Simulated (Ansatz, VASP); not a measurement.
# Ga: VASP beside Ansatz

```xyz
1
Lattice="-1.3858 1.4081 2.2290 1.4081 -1.3858 2.2290 1.3999 1.3999 -2.2150" Properties=species:S:1:pos:R:3 pbc="T T T"
Ga    0.0000    0.0000    0.0000
```

Change from the starting cell: equal xy, yz and zx shear strains of +1 %, PAW files.

Alike in both runs: task electric field gradients; functional PBEsol; k mesh 16 × 16 × 16; occupations fermi-dirac, width 0.03 eV; no spin polarisation.

|  | VASP | Ansatz |
| --- | --- | --- |
| version | VASP 6.6.1 | Ansatz 0.2.0 |
| potentials or method | VASP PAW PBE potentials, release 64 (Ga_d) | PAW with Ansatz's default frozen-core files, scalar-relativistic |
| plane-wave cutoff (eV) | 520 | 420 |
| valence electrons in the cell | 13 | 13 |

|  | VASP | Ansatz | Ansatz less VASP |
| --- | --- | --- | --- |
| pressure (GPa) | 0.7 | 0.6 | -0.08 |
| traceless stress, the component that is largest in VASP (GPa) | -0.47 | -0.46 | +0.006 |
| size of Vzz on the site where it differs most (V/Å²) | 21.3 | 22.4 | +1.11 |

VASP's potentials were made for PBE, not for PBEsol. The functional is the same, so the differences come from potentials, cutoffs and numerics.
